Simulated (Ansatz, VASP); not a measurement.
GeSb3Te in VASP and in Ansatz

```
Ge Sb Te
1.0
     4.29727    0.00000    0.00000
     0.00000    4.29727    0.00000
     0.00000    0.00000    8.00552
Ge Sb Te
1 3 1
Direct
  0.50000 0.50000 0.72955
  0.50000 0.50000 0.09906
  0.00000 0.50000 0.47331
  0.50000 0.00000 0.47331
  0.00000 0.00000 0.99266
```

Change from the starting cell: species swapped into the NdBPt3 type (P4mm, No. 99).

Alike in both runs: functional PBE; k mesh 4 × 4 × 4; occupations gaussian, width 0.1 eV; no spin polarisation.

Ansatz relaxed the structure, and its values are those at the end. VASP's run is a single point on that final structure, the one shown.

|  | VASP | Ansatz |
| --- | --- | --- |
| version | VASP 6.6.1 | Ansatz 0.2.0 |
| potentials or method | VASP PAW PBE potentials, release 64 (Ge_d, Sb, Te), cutoff 520 eV | scalar-relativistic, plane waves, PAW |
| valence electrons in the cell | 35 | 75 |

|  | VASP | Ansatz | Ansatz less VASP |
| --- | --- | --- | --- |
| gap on the k mesh at the Fermi level (eV) | none | none | - |
| pressure (GPa) | 0.0 | 0.0 | +0.03 |
| rms of the force components (eV/Å) | 0.006 | 0.007 | +0.0010 |

A gap of «none» marks a metal or a gap that the smearing closes. The functional is the same, so the differences come from potentials, cutoffs and numerics. VASP's potentials hold 35 valence electrons a cell and Ansatz's 75, so a difference there can come from the potentials and not from the codes.

The k mesh is coarse, so the values compare programs but aren't converged. Neither program's run includes spin-orbit coupling.
